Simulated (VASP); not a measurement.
# C (Fd-3m) in VASP: further runs

The runs below take C through electric field gradients, with LDA.

Program: VASP 6.6.1. These are calculated values, not measurements. Logs are shortened: lines on timing, memory, paths and dates and some standing lists are left out, and cuts for length are marked.

**1. The cell of the first run**

Symmetry: Fd-3m, No. 227, cubic system. The conventional cell has a = 3.579 Å, b = 3.579 Å, c = 3.579 Å, α = 90.00°, β = 90.00°, γ = 90.00°. Within 2.1 Å of C (site symmetry -43m) lie 4 C at 1.55 Å.

**2. Electric field gradients, LDA (5.73 Å³/atom)**

INCAR reads:

```
  ALGO = Normal
  EDIFF = 1E-8
  ENCUT = 520
  GGA = CA
  ISIF = 2
  ISMEAR = -1
  LASPH = T
  LCHARG = F
  LEFG = T
  LREAL = F
  LWAVE = F
  NBANDS = 11
  NELM = 80
  PREC = Accurate
  SIGMA = 0.08
```

KPOINTS reads:

```
k-points
0
Gamma
  20 20 20
```

POSCAR reads:

```
C
1.0
    0.0000000000      1.7893249605      1.7893249605
    1.7893249605      0.0000000000      1.7893249605
    1.7893249605      1.7893249605      0.0000000000
C
2
Direct
    0.5000000000      0.5000000000      0.5000000000
    0.7500000000      0.7500000000      0.7500000000
```

Potentials or basis: VASP PAW LDA potentials, release 64 (C).

Started as:

```console
$ cat potpaw_LDA.64/C/POTCAR > POTCAR
$ mpirun -np 1 vasp_std > vasp.out
```

OUTCAR:

```text
EDIFF = 1E-8
   ENCUT = 520
   GGA = CA
   ISIF = 2
   ISMEAR = -1
   LASPH = T
   LREAL = F
   NELM = 80
   PREC = Accurate

 ion  position               nearest neighbor table
   1  0.500  0.500  0.500-   2 1.55   2 1.55   2 1.55   2 1.55
   2  0.750  0.750  0.750-   1 1.55   1 1.55   1 1.55   1 1.55

  LATTYP: Found a face centered cubic cell.
 ALAT       =     3.5786499210

  Lattice vectors:

 A1 = (   0.0000000000,   1.7893249605,   1.7893249605)
 A2 = (   1.7893249605,   0.0000000000,   1.7893249605)
 A3 = (   1.7893249605,   1.7893249605,   0.0000000000)

Analysis of symmetry for initial positions (statically):
=====================================================================
 Subroutine PRICEL returns:
 Original cell was already a primitive cell.

 Routine SETGRP: Setting up the symmetry group for a
 face centered cubic supercell.

 Subroutine GETGRP returns: Found 48 space group operations
 (whereof 24 operations were pure point group operations)
 out of a pool of 48 trial point group operations.

The static configuration has the point symmetry T_d .
 The point group associated with its full space group is O_h .

Analysis of symmetry for dynamics (positions and initial velocities):
=====================================================================
 Subroutine PRICEL returns:
 Original cell was already a primitive cell.

 Routine SETGRP: Setting up the symmetry group for a
 face centered cubic supercell.

 Subroutine GETGRP returns: Found 48 space group operations
 (whereof 24 operations were pure point group operations)
 out of a pool of 48 trial point group operations.

The dynamic configuration has the point symmetry T_d .
 The point group associated with its full space group is O_h .

 Subroutine INISYM returns: Found 48 space group operations
 (whereof 24 operations are pure point group operations),
 and found     1 'primitive' translations

----------------------------------------------------------------------------------------

                                     Primitive cell

  volume of cell :      11.4577

  direct lattice vectors                    reciprocal lattice vectors
     0.000000000  1.789324960  1.789324960    -0.279434989  0.279434989  0.279434989
[... 134 lines left out ...]

 val. band max:        9.5778597549   @ k =   0.0000   0.0000   0.0000
 cond. band min:      13.6558612807   @ k =   0.3500   0.3500   0.0000
 fundamental gap:      4.0780015258
 Fermi energy:        10.9786450553

 k-point     1 :       0.0000    0.0000    0.0000
  band No.  band energies     occupation
      1     -11.6079      2.00000
      2       9.5779      2.00000
      3       9.5779      2.00000
      4       9.5779      2.00000
      5      15.0923      0.00000
      6      15.0923      0.00000
      7      15.0923      0.00000
      8      22.9069      0.00000
      9      28.4510      0.00000
     10      36.0962      0.00000
     11      36.0962      0.00000
[... 309 lines left out ...]
 k-point    24 :      -0.3500    0.0500    0.0000
  band No.  band energies     occupation
      1      -7.9479      2.00000
      2      -0.6503      2.00000
      3       6.6086      2.00000
      4       7.2610      2.00000
      5      17.7433      0.00000
      6      18.0435      0.00000
      7      18.4515      0.00000
      8      24.5556      0.00000
      9      30.2009      0.00000
     10      32.2359      0.00000
     11      33.5676      0.00000

 [... further k-points ...]

------------------------ aborting loop because EDIFF is reached ----------------------------------------

  FORCE on cell =-STRESS in cart. coord.  units (eV):
  Direction    XX          YY          ZZ          XY          YZ          ZX
  --------------------------------------------------------------------------------------
  -------------------------------------------------------------------------------------
  Total       -1.1292744     -1.1292744     -1.1292744     -0.0000000     -0.0000000      0.0000000
  in kB     -157.9110147   -157.9110147   -157.9110147     -0.0000000     -0.0000000      0.0000000
  external PRESSURE =    -157.9110147 kB  Pullay stress =       0.0000000 kB

 VOLUME and BASIS-vectors are now :
 -----------------------------------------------------------------------------
  energy-cutoff  :      520.00
  volume of cell :       11.46
      direct lattice vectors                 reciprocal lattice vectors
     0.000000000  1.789324960  1.789324960    -0.279434989  0.279434989  0.279434989
     1.789324960  0.000000000  1.789324960     0.279434989 -0.279434989  0.279434989
     1.789324960  1.789324960  0.000000000     0.279434989  0.279434989 -0.279434989

 POSITION                                       TOTAL-FORCE (eV/Angst)
 -----------------------------------------------------------------------------------
      1.78932      1.78932      1.78932         0.000000      0.000000     -0.000000
      2.68399      2.68399      2.68399        -0.000000     -0.000000      0.000000
 -----------------------------------------------------------------------------------
    total drift:                                0.000000     -0.000000      0.000000

  FREE ENERGIE OF THE ION-ELECTRON SYSTEM (eV)
  ---------------------------------------------------
  free  energy   TOTEN  =       -20.2257089940 eV

  energy  without entropy=      -20.2257089939  energy(sigma->0) =      -20.22570899

 Electric field gradients (V/A^2)
---------------------------------------------------------------------
 ion       V_xx      V_yy      V_zz      V_xy      V_xz      V_yz
---------------------------------------------------------------------
   1      -0.000    -0.000    -0.000    -0.000    -0.000    -0.000
   2      -0.000    -0.000    -0.000    -0.000    -0.000    -0.000
---------------------------------------------------------------------

 Electric field gradients after diagonalization (V/A^2)
 (convention: |V_zz| > |V_xx| > |V_yy|)
----------------------------------------------------------------------
 ion       V_xx      V_yy      V_zz     asymmetry (V_yy - V_xx)/ V_zz
----------------------------------------------------------------------
   1       0.000     0.000    -0.000       0.000
   2       0.000     0.000    -0.000       0.000
----------------------------------------------------------------------

           NMR quadrupolar parameters

 Cq : quadrupolar parameter    Cq=e*Q*V_zz/h
 eta: asymmetry parameters     (V_yy - V_xx)/ V_zz
 Q  : nuclear electric quadrupole moment in mb (millibarn)
----------------------------------------------------------------------
 ion       Cq(MHz)       eta       Q (mb)
----------------------------------------------------------------------
   1      -0.000       0.000       1.000
   2      -0.000       0.000       1.000
----------------------------------------------------------------------
```

OSZICAR:

```text
N       E                     dE             d eps       ncg     rms          rms(c)
DAV:   1    -0.836798599809E+00   -0.83680E+00   -0.47648E+03  5862   0.696E+02
DAV:   2    -0.206166351262E+02   -0.19780E+02   -0.19127E+02  7367   0.127E+02
DAV:   3    -0.210052079102E+02   -0.38857E+00   -0.38763E+00  6584   0.137E+01
DAV:   4    -0.210059240896E+02   -0.71618E-03   -0.71616E-03  6120   0.739E-01
DAV:   5    -0.210059250846E+02   -0.99508E-06   -0.99505E-06  6419   0.257E-02    0.562E+00
DAV:   6    -0.204280820251E+02    0.57784E+00   -0.30668E-01  5800   0.383E+00    0.326E+00
DAV:   7    -0.202258990233E+02    0.20218E+00   -0.36614E-01  6175   0.419E+00    0.700E-01
DAV:   8    -0.202257215602E+02    0.17746E-03   -0.91674E-03  5923   0.783E-01    0.283E-02
DAV:   9    -0.202257073603E+02    0.14200E-04   -0.35131E-05  6425   0.463E-02    0.205E-02
DAV:  10    -0.202257090797E+02   -0.17195E-05   -0.22072E-06  6151   0.121E-02    0.482E-03
DAV:  11    -0.202257090032E+02    0.76576E-07   -0.97746E-08  6316   0.233E-03    0.680E-04
DAV:  12    -0.202257089940E+02    0.91629E-08   -0.22235E-09  3578   0.428E-04
   1 F= -.20225709E+02 E0= -.20225709E+02  d E =-.107578E-09
```

stdout:

```text
POSCAR found type information on POSCAR C
 POSCAR found :  1 types and       2 ions
 scaLAPACK will be used
 LDA part: xc-table for (Slater(with rela. corr.)+CA(PZ))
 , standard interpolation
 POSCAR, INCAR and KPOINTS ok, starting setup
 FFT: planning ... GRIDC
 FFT: planning ... GRID_SOFT
 FFT: planning ... GRID
 WAVECAR not read
 entering main loop
ion   1

ion   2
```

Run time: 41 s. Hardware: 1 thread of Intel Xeon 8259CL, shared host; peak memory 0.13 GiB.

Results:

```yaml
Free_energy: -20.2257 eV
Pressure: -15.8 GPa
Band_gap_on_the_k_mesh: 4.08 eV (least direct gap 5.51 eV)
Largest_electric_field_gradient_by_atom: zero within the noise of the run
```

Levels at points of the mesh, in eV from the valence-band top:
```tsv
k point	band 1	band 2	band 3	band 4	band 5	band 6	band 7	band 8
(0.00, 0.00, 0.00)	-21.19	0.00	0.00	0.00	5.51	5.51	5.51	13.33
(0.50, 0.00, 0.00)	-15.40	-13.25	-2.76	-2.76	8.34	8.34	8.88	15.31
(0.50, 0.50, 0.00)	-12.54	-12.54	-6.23	-6.23	4.68	4.68	16.48	16.48
```

Caveat: the cell stands under tension. A k mesh can miss the band edges.

**3. Electric field gradients, LDA (5.96 Å³/atom)**

This run uses another cell than the first one, of 5.96 Å³/atom.

INCAR reads:

```
SYSTEM = C
PREC     = Accurate       ! precision mode
ENCUT    = 520            ! plane-wave cutoff, eV
EDIFF    = 1E-8           ! SCF threshold, eV
ISMEAR   = -1             ! smearing method
SIGMA    = 0.08           ! smearing width, eV
LREAL    = .FALSE.        ! projectors in reciprocal space
LASPH    = .TRUE.         ! aspherical terms in the spheres
NELM     = 80             ! most SCF steps
ALGO     = Normal         ! electronic algorithm
ISIF     = 2              ! what is computed and relaxed
LWAVE    = .FALSE.        ! write WAVECAR
LCHARG   = .FALSE.        ! write CHGCAR
LEFG     = .TRUE.       
NBANDS   = 11             ! bands
```

KPOINTS reads:

```
regular mesh
0
G
  20 20 20
  0 0 0
```

POSCAR reads:

```
C
1.0
    0.0000000000      1.8126412627      1.8126412627
    1.8126412627      0.0000000000      1.8126412627
    1.8126412627      1.8126412627      0.0000000000
C
2
Direct
    0.5000000000      0.5000000000      0.5000000000
    0.7500000000      0.7500000000      0.7500000000
```

Potentials or basis: VASP PAW LDA potentials, release 64 (C).

Started as:

```console
$ cat potpaw_LDA.64/C/POTCAR > POTCAR
$ mpirun -np 1 vasp_std > vasp.out
```

OUTCAR:

```text
SYSTEM = C
   PREC = Accurate
   ENCUT = 520
   EDIFF = 1E-8
   ISMEAR = -1
   LREAL = .FALSE.
   LASPH = .TRUE.
   NELM = 80
   ISIF = 2

 ion  position               nearest neighbor table
   1  0.500  0.500  0.500-   2 1.57   2 1.57   2 1.57   2 1.57
   2  0.750  0.750  0.750-   1 1.57   1 1.57   1 1.57   1 1.57

  LATTYP: Found a face centered cubic cell.
 ALAT       =     3.6252825254

  Lattice vectors:

 A1 = (   0.0000000000,   1.8126412627,   1.8126412627)
 A2 = (   1.8126412627,   0.0000000000,   1.8126412627)
 A3 = (   1.8126412627,   1.8126412627,   0.0000000000)

Analysis of symmetry for initial positions (statically):
=====================================================================
 Subroutine PRICEL returns:
 Original cell was already a primitive cell.

 Routine SETGRP: Setting up the symmetry group for a
 face centered cubic supercell.

[... 525 lines left out ...]
  volume of cell :       11.91
      direct lattice vectors                 reciprocal lattice vectors
     0.000000000  1.812641263  1.812641263    -0.275840570  0.275840570  0.275840570
     1.812641263  0.000000000  1.812641263     0.275840570 -0.275840570  0.275840570
     1.812641263  1.812641263  0.000000000     0.275840570  0.275840570 -0.275840570

 POSITION                                       TOTAL-FORCE (eV/Angst)
 -----------------------------------------------------------------------------------
      1.81264      1.81264      1.81264         0.000000      0.000000      0.000000
      2.71896      2.71896      2.71896        -0.000000     -0.000000     -0.000000
 -----------------------------------------------------------------------------------
    total drift:                                0.000000     -0.000000      0.000000

  FREE ENERGIE OF THE ION-ELECTRON SYSTEM (eV)
  ---------------------------------------------------
  free  energy   TOTEN  =       -20.1603475351 eV

  energy  without entropy=      -20.1603475350  energy(sigma->0) =      -20.16034754

 Electric field gradients (V/A^2)
---------------------------------------------------------------------
 ion       V_xx      V_yy      V_zz      V_xy      V_xz      V_yz
---------------------------------------------------------------------
   1      -0.000    -0.000    -0.000     0.000     0.000     0.000
   2      -0.000    -0.000     0.000     0.000     0.000     0.000
---------------------------------------------------------------------

 Electric field gradients after diagonalization (V/A^2)
 (convention: |V_zz| > |V_xx| > |V_yy|)
----------------------------------------------------------------------
 ion       V_xx      V_yy      V_zz     asymmetry (V_yy - V_xx)/ V_zz
----------------------------------------------------------------------
   1      -0.000    -0.000     0.000       0.000
   2      -0.000    -0.000     0.000       0.000
----------------------------------------------------------------------

           NMR quadrupolar parameters

 Cq : quadrupolar parameter    Cq=e*Q*V_zz/h
 eta: asymmetry parameters     (V_yy - V_xx)/ V_zz
 Q  : nuclear electric quadrupole moment in mb (millibarn)
----------------------------------------------------------------------
 ion       Cq(MHz)       eta       Q (mb)
----------------------------------------------------------------------
   1       0.000       0.000       1.000
   2       0.000       0.000       1.000
----------------------------------------------------------------------
```

stdout:

```text
POSCAR found type information on POSCAR C
 POSCAR found :  1 types and       2 ions
 scaLAPACK will be used
 LDA part: xc-table for (Slater(with rela. corr.)+CA(PZ))
 , standard interpolation
 POSCAR, INCAR and KPOINTS ok, starting setup
 FFT: planning ... GRIDC
 FFT: planning ... GRID_SOFT
 FFT: planning ... GRID
 WAVECAR not read
 entering main loop
ion   1

ion   2
```

Run time: 36 s. Hardware: 1 thread of Intel Xeon 8259CL, shared host; peak memory 0.13 GiB.

Results:

```yaml
Free_energy: -20.1603 eV
Pressure: -30.5 GPa
Band_gap_on_the_k_mesh: 3.98 eV (least direct gap 5.41 eV)
Largest_electric_field_gradient_by_atom: zero within the noise of the run
```

Levels at points of the mesh, in eV from the valence-band top:
| k point | band 1 | band 2 | band 3 | band 4 | band 5 | band 6 | band 7 | band 8 | band 9 |
| --- | --- | --- | --- | --- | --- | --- | --- | --- | --- |
| (0.00, 0.00, 0.00) | -20.68 | 0.00 | 0.00 | 0.00 | 5.41 | 5.41 | 5.41 | 12.46 | 18.38 |
| (0.50, 0.00, 0.00) | -15.11 | -12.83 | -2.67 | -2.67 | 8.17 | 8.17 | 8.35 | 14.95 | 20.82 |
| (0.50, 0.50, 0.00) | -12.27 | -12.27 | -6.00 | -6.00 | 4.59 | 4.59 | 15.90 | 15.90 | 22.04 |

Caveat: the cell stands under tension.
